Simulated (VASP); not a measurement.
Set up this calculation in VASP 6.6.1, as the native input.

- Task: single point
- Functional: BLYP
- Potentials or basis: VASP PAW PBE potentials, release 64 (Ag)
- Cutoff: 520 eV
- k mesh: 13 × 13 × 13
- Occupations: fermi-dirac, width 0.1 eV
- Spin: no spin polarisation
- Dipole correction: no
- Further INCAR settings: ALGO = Normal; EDIFF = 1e-07; NBANDS = 12

The structure of Ag lies in POSCAR:

```
Ag
1.0
    2.8209739645      0.0000000000      0.0000000000
    0.0000000000      2.8209739645      0.0000000000
    0.0000000000      0.0000000000      2.8209739645
Ag
1
Direct
    0.0000000000      0.0000000000      0.0000000000
```

One way to write it, as run:

INCAR

```
SYSTEM = Ag
PREC     = Accurate       ! precision mode
ENCUT    = 520            ! plane-wave cutoff, eV
EDIFF    = 1E-7           ! SCF threshold, eV
ISMEAR   = -1             ! smearing method
SIGMA    = 0.1            ! smearing width, eV
LREAL    = .False.        ! projectors in reciprocal space
LASPH    = .True.         ! aspherical terms in the spheres
NELM     = 100            ! most SCF steps
ALGO     = Normal         ! electronic algorithm
ISIF     = 2              ! what is computed and relaxed
LWAVE    = .False.        ! write WAVECAR
LCHARG   = .True.         ! write CHGCAR
GGA      = B5             ! functional
ALDAX    = 1.0          
AGGAX    = 1.0          
AGGAC    = 1.0          
ALDAC    = 0.0          
LELF     = .True.         ! ELF
LVHAR    = .True.       
NBANDS   = 12             ! bands
```

KPOINTS

```
Automatic mesh
0
Gamma
  13 13 13
  0 0 0
```

Potentials or basis: VASP PAW PBE potentials, release 64 (Ag).

Run with:

```console
$ cat potpaw_PBE.64/Ag/POTCAR > POTCAR
$ mpirun -np 1 vasp_std > vasp.out
```

Results of the run:

```json
{
  "Pressure": "0.0 GPa"
}
```

Caveat: the PAW data sets were made with another functional, which shifts forces and pressure a little.

It took 12 s on 1 thread of Intel(R) Xeon(R) 6975P-C (Granite Rapids) (shared host), peak memory 0.15 GiB.
